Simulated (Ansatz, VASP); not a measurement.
# One calculation of Hf, two programs

```
CELL_PARAMETERS angstrom
0.00000 3.20772 3.20772
3.20772 0.00000 3.20772
3.20772 3.20772 0.00000
ATOMIC_POSITIONS crystal
Hf 0.50000 0.50000 0.50000
Hf 0.75000 0.75000 0.75000
```

Alike in both runs: functional PBEsol; k mesh 6 × 6 × 6; occupations gaussian, width 0.1 eV; no spin polarisation.

Ansatz relaxed the structure, and its values are those at the end. VASP's run is a single point on that final structure, the one shown.

|  | VASP | Ansatz |
| --- | --- | --- |
| version | VASP 6.6.1 | Ansatz 0.2.0 |
| potentials or method | VASP PAW PBE potentials, release 64 (Hf_pv), cutoff 520 eV | scalar-relativistic, plane waves, PAW |
| valence electrons in the cell | 20 | 52 |

Ansatz gave:

```
gap on the k mesh at the Fermi level (eV) : none
pressure (GPa)                            : 0.0
```

Q: What did VASP give for the same quantities?

A: gap on the k mesh at the Fermi level (eV): none; pressure (GPa): -0.2.

VASP's potentials were made for PBE, not for PBEsol. A gap of «none» marks a metal or a gap that the smearing closes. VASP's potentials hold 20 valence electrons a cell and Ansatz's 52, so a difference there can come from the potentials and not from the codes.

Neither program's run includes spin-orbit coupling.
